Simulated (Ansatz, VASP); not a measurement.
**Two plane-wave programs on AlTl2AuC6N6**

```xyz
16
Lattice="0.0017 5.8380 5.8261 4.8839 -0.5002 6.3340 4.8872 6.3344 -0.5085" Properties=species:S:1:pos:R:3 pbc="T T T"
Al    4.8864    5.5279    6.1340
Tl    2.7613    4.0604    1.7666
Tl    7.0118    9.8991    7.5945
C     1.8074    5.9014    5.7639
C     4.8843    2.3929    5.9045
C     4.8849    5.3365    2.9997
C     7.9654    5.8979    5.7621
C     4.8887    8.6626    6.3216
C     4.8871    5.7627    9.2681
Au    4.8841    0.3128    5.5211
N     2.8957    5.5836    6.0810
N     4.8849    3.5504    6.1045
N     4.8853    5.5083    4.1573
N     6.8770    5.5806    6.0795
N     4.8877    7.5048    6.1516
N     4.8871    5.5595    8.1113
```

Change from the starting cell: cell x1, atoms moved at random (sigma 0.05 Å) and cell strained at random (1.5 %), then relaxed without symmetry.

Alike in both runs: functional PBE; k mesh 2 × 2 × 2; occupations gaussian, width 0.1 eV; no spin polarisation.

Ansatz relaxed the structure, and its values are those at the end. VASP's run is a single point on that final structure, the one shown.

|  | VASP | Ansatz |
| --- | --- | --- |
| version | VASP 6.6.1 | Ansatz 0.2.0 |
| potentials or method | VASP PAW PBE potentials, release 64 (Al, Tl_d, C, Au, N), cutoff 520 eV | scalar-relativistic, plane waves, PAW |
| valence electrons in the cell | 94 | 102 |

Ansatz gave:

```
gap on the k mesh at the Fermi level (eV) : 2.98
least direct gap on the mesh (eV)         : 3.03
pressure (GPa)                            : 0.0
rms of the force components (eV/Å)        : 0.002
```

**Question.** Estimate VASP's values.

**Answer.** gap on the k mesh at the Fermi level (eV): 2.98; least direct gap on the mesh (eV): 3.04; pressure (GPa): 0.3; rms of the force components (eV/Å): 0.190.

One of these differences is far larger than is usual between the two programs; its cause wasn't traced. The functional is the same, so the differences come from potentials, cutoffs and numerics. VASP's potentials hold 94 valence electrons a cell and Ansatz's 102, so a difference there can come from the potentials and not from the codes.

The k mesh is coarse, so the values compare programs but aren't converged. Spin-orbit coupling is off throughout. Noted on VASP's run: the standard files for N, O and F lose accuracy on very short bonds.
